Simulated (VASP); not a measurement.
# Br (P6_3/mmc) in VASP: notebook, part 2 of 2

VASP 6.6.1. The steps go on from the part before.

## Step 4: Relaxation of cell and atoms, PBEsol

This run uses another cell than the first one, of 32.22 Å³/atom.

The input, INCAR:

```
SYSTEM = Br
PREC = Accurate
ENCUT = 600
EDIFF = 1E-6
ISMEAR = 0
SIGMA = 0.1
LREAL = .False.
LASPH = .True.
NELM = 80
ALGO = Normal
ISIF = 3
LWAVE = .False.
LCHARG = .False.
GGA = PS
IBRION = 2
NSW = 90
EDIFFG = -0.04
```

The input, KPOINTS:

```
Automatic mesh
0
Gamma
  6 6 4
  0 0 0
```

The input, POSCAR:

```
Br
1.0
    4.4848262648      0.0000000000      0.0000000000
   -2.2424131324      3.8839734769      0.0000000000
    0.0000000000      0.0000000000      7.3999633369
Br
4
Direct
    0.3333333333      0.6666666667      0.4375000000
    0.6666666667      0.3333333333      0.9375000000
    0.6666666667      0.3333333333      0.5625000000
    0.3333333333      0.6666666667      0.0625000000
```

Potentials or basis: VASP PAW PBE potentials, release 64 (Br).

Command:

```console
> cat potpaw_PBE.64/Br/POTCAR > POTCAR
> mpirun -np 1 vasp_std > vasp.out
```

OUTCAR:

```text
SYSTEM = Br
   PREC = Accurate
   ENCUT = 600
   EDIFF = 1E-6
   ISMEAR = 0
   LREAL = .False.
   LASPH = .True.
   NELM = 80
   ISIF = 3
   GGA = PS
   IBRION = 2
   NSW = 90
   EDIFFG = -0.04

 ion  position               nearest neighbor table
   1  0.333  0.667  0.438-   3 2.75   3 2.75   3 2.75   4 2.77
   2  0.667  0.333  0.938-   4 2.75   4 2.75   4 2.75   3 2.77
   3  0.667  0.333  0.562-   1 2.75   1 2.75   1 2.75   2 2.77
   4  0.333  0.667  0.062-   2 2.75   2 2.75   2 2.75   1 2.77

  LATTYP: Found a hexagonal cell.
 ALAT       =     4.4848262648
 C/A-ratio  =     1.6500000000

  Lattice vectors:

 A1 = (   4.4848262648,   0.0000000000,   0.0000000000)
 A2 = (  -2.2424131324,   3.8839734769,   0.0000000000)
 A3 = (   0.0000000000,   0.0000000000,   7.3999633369)

[... 303 lines left out ...]
      5      -6.0049      2.00000
      6      -4.6023      2.00000
[... 418 lines left out ...]
      5      -5.1749      2.00000
      6      -5.1749      2.00000
[... 10 lines left out ...]
     17       7.8260      0.00000
     18       7.8260      0.00000

[... ionic steps 4 to 79 ...]

--------------------------------------- Ionic step       80  -------------------------------------------

 number of electron      27.9999995 magnetization

------------------------ aborting loop because EDIFF is reached ----------------------------------------
[... 71 lines left out ...]
--------------------------------------- Ionic step       82  -------------------------------------------

 number of electron      27.9999994 magnetization

 Free energy of the ion-electron system (eV)
  ---------------------------------------------------
  ext. energy  EPLUGINS =         0.00000000
  ---------------------------------------------------
  free energy    TOTEN  =        -6.97086930 eV

  energy without entropy =       -6.97033016  energy(sigma->0) =       -6.97059973

 E-fermi :   0.1410     XC(G=0):  -7.9621

 val. band max:       -0.0224812186   @ k =   0.3333   0.0000   0.0000
 cond. band min:       0.2223313103   @ k =   0.0000   0.0000   0.0000
 fundamental gap:      0.2448125290
 Fermi energy:         0.1409880613

 k-point     1 :       0.0000    0.0000    0.0000
  band No.  band energies     occupation
      1     -16.2633      2.00000
      2     -15.8325      2.00000
      3     -13.9343      2.00000
      4     -12.9778      2.00000
      5      -5.8598      2.00000
      6      -3.8974      2.00000
[... 461 lines left out ...]
  FREE ENERGIE OF THE ION-ELECTRON SYSTEM (eV)
  ---------------------------------------------------
  free  energy   TOTEN  =        -6.9708692993 eV

  energy  without entropy=       -6.9703301598  energy(sigma->0) =       -6.97059973

 reached required accuracy - stopping structural energy minimisation
```

OSZICAR:

```text
N       E                     dE             d eps       ncg     rms          rms(c)
DAV:   1     0.215906573584E+03    0.21591E+03   -0.12703E+04   756   0.146E+03
DAV:   2     0.138004555024E+02   -0.20211E+03   -0.19975E+03  1150   0.235E+02
[... 667 lines left out ...]
DAV:   2    -0.687119310459E+01    0.10859E-01   -0.66150E-02   886   0.170E+00    0.393E-01
DAV:   3    -0.686562480492E+01    0.55683E-02   -0.97957E-03   796   0.550E-01    0.170E-01
DAV:   4    -0.686543804097E+01    0.18676E-03   -0.54234E-04   834   0.147E-01    0.109E-01
DAV:   5    -0.686543207519E+01    0.59658E-05   -0.11518E-04   818   0.630E-02    0.873E-03
DAV:   6    -0.686543083160E+01    0.12436E-05   -0.13591E-05   796   0.221E-02    0.129E-02
DAV:   7    -0.686543103748E+01   -0.20588E-06   -0.80625E-07   444   0.594E-03
  64 F= -.68654310E+01 E0= -.68644994E+01  d E =-.376792E-01
       N       E                     dE
```

Run time: 23 min. Hardware: 1 thread of AMD EPYC 9R45 (Zen 5), shared host; peak memory 0.26 GiB.

Results:

```yaml
Free_energy: -6.9709 eV
Relaxed_volume: 34.40 Å³/atom
Relaxed_cell: a = 4.122 Å, b = 4.122 Å, c = 9.351 Å, α = 90.00°, β = 90.00°, γ = 120.00°
Space_group_after_relaxing_to_0.1_Å: P6_3/mmc (No. 194)
Energy_gained_by_relaxing: 628.5 meV/atom
Ionic_steps: 82
Pressure_after_relaxing: 0.0 GPa
Largest_force_after_relaxing: 0.031 eV/Å
Band_gap_on_the_k_mesh: 0.24 eV (least direct gap 0.29 eV)
```

Forces in eV/Å, atoms in the order of the input:
```
Br   0.000  0.000 -0.031
Br   0.000  0.000 -0.031
Br   0.000  0.000  0.031
Br   0.000  0.000  0.031
```

The path:
| step | energy change (eV) | largest force (eV/Å) | pressure (GPa) | volume (Å³) |
| --- | --- | --- | --- | --- |
| 1 | 0.0000 | 0.4047 | 5.91 | 128.90 |
| 4 | -0.4582 | 0.3835 | -0.25 | 157.97 |
| 7 | -1.3269 | 0.4895 | 5.83 | 155.38 |
| 10 | -1.3723 | 0.4449 | 4.51 | 155.68 |
| 13 | -1.6656 | 1.1463 | 1.56 | 169.38 |
| 16 | -1.8494 | 1.3316 | -0.10 | 185.40 |
| 19 | -2.1236 | 0.2457 | 0.84 | 208.57 |
| 22 | -2.1748 | 0.3638 | -0.26 | 226.16 |
| 25 | -2.1969 | 0.0503 | 0.00 | 241.16 |
| 28 | -2.2047 | 0.0481 | -0.18 | 247.64 |
| 31 | -2.2079 | 0.1351 | -0.05 | 250.73 |
| 34 | -2.2141 | 0.0045 | -0.24 | 252.23 |
| 37 | -2.2270 | 0.2659 | -0.05 | 243.93 |
| 40 | -2.2387 | 0.0607 | -0.48 | 233.11 |
| 43 | -2.2471 | 0.0936 | -0.33 | 228.59 |
| 46 | -2.2552 | 0.3228 | -0.13 | 212.70 |
| 49 | -2.2625 | 0.0346 | -0.64 | 196.85 |
| 52 | -2.2802 | 0.2047 | -0.36 | 189.33 |
| 55 | -2.3000 | 0.1608 | -0.42 | 162.54 |
| 58 | -2.3195 | 0.9423 | 1.75 | 130.68 |
| 61 | -2.3599 | 0.4599 | 0.47 | 136.78 |
| 64 | -2.4086 | 0.2264 | 0.50 | 127.03 |
| 67 | -2.4609 | 0.1640 | 1.17 | 122.84 |
| 70 | -2.4889 | 0.1730 | 0.03 | 127.70 |
| 73 | -2.5120 | 0.0283 | 0.21 | 135.38 |
| 76 | -2.5130 | 0.0855 | 0.06 | 136.40 |
| 79 | -2.5130 | 0.0944 | -0.10 | 136.63 |
| 82 | -2.5140 | 0.0313 | 0.00 | 137.61 |

Final structure:
```xyz
4
Lattice="4.1222 0.0000 0.0000 -2.0611 3.5699 0.0000 0.0000 0.0000 9.3511" Properties=species:S:1:pos:R:3 pbc="T T T"
Br    0.0000    2.3799    3.5054
Br    2.0611    1.1900    8.1810
Br    2.0611    1.1900    5.8457
Br    0.0000    2.3799    1.1701
```

Caveat: a cell axis changed by over 15 % at a fixed basis, so the end point is rough; the PAW data sets were made with another functional, which shifts forces and pressure a little.

## Step 5: The runs side by side

```tsv
task	cell	k mesh	cutoff (eV)	gap on the mesh (eV)	pressure (GPa)	relaxed volume (Å³/atom)
relaxation of cell and atoms	relaxed from a = 3.648, b = 3.648, c = 11.765 Å, angles 90.0, 90.0, 120.0°, 4 atoms, atomic positions A	6 × 6 × 2	600	none	0.0	26.42
single point	a = 3.877, b = 3.877, c = 8.184 Å, angles 90.0, 90.0, 120.0°, 4 atoms, atomic positions A	15 × 15 × 6	520	none	0.0	-
relaxation of cell and atoms	relaxed from a = 4.485, b = 4.485, c = 7.400 Å, angles 90.0, 90.0, 120.0°, 4 atoms, atomic positions B	6 × 6 × 4	600	0.24	0.0	34.40
```

Alike in all rows: level PBEsol; potentials or basis VASP PAW PBE potentials, release 64 (Br); no spin polarisation; smearing gaussian 0.1 eV.

Caveats: the PAW data sets were made with another functional, which shifts forces and pressure a little; the volume moved by over 15 % at a fixed basis, so the end points are rough (at least some runs); a cell axis changed by over 15 % at a fixed basis, so the end point is rough (at least some runs).

Absolute energies hang on the potentials; compare differences alone.
